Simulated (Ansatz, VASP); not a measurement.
# One calculation of Pt, two programs

```
Pt
1.0
     3.03439    0.00000    0.00000
    -1.51720    2.15007    0.00000
     0.00000    0.00000    4.78138
Pt
2
Direct
  0.66667 0.33333 0.75000
  0.33333 0.66667 0.25000
```

Change from the starting cell: normal strain along x +0.1000, normal strain along y -0.1000.

Alike in both runs: task single point; functional PBE; k mesh 18 × 18 × 10; occupations gaussian, width 0.15 eV; no spin polarisation.

|  | VASP | Ansatz |
| --- | --- | --- |
| version | VASP 6.6.1 | Ansatz 0.2.0 |
| potentials or method | VASP PAW PBE potentials, release 64 (Pt), cutoff 520 eV | scalar-relativistic, plane waves, PAW |
| valence electrons in the cell | 20 | 36 |

VASP gave:

- gap on the k mesh at the Fermi level (eV): none
- pressure (GPa): 8.4
- traceless stress, the component that is largest in VASP (GPa): 16.77
- rms of the force components (eV/Å): 0.100

Question: Which values does Ansatz return?

Answer: gap on the k mesh at the Fermi level (eV): none; pressure (GPa): 8.9; traceless stress, the component that is largest in VASP (GPa): 16.94; rms of the force components (eV/Å): 0.100.

Atom by atom the forces differ by 0.000 eV/Å (rms over components). A gap of «none» marks a metal or a gap that the smearing closes. VASP's potentials hold 20 valence electrons a cell and Ansatz's 36, so a difference there can come from the potentials and not from the codes.

Neither program's run includes spin-orbit coupling.
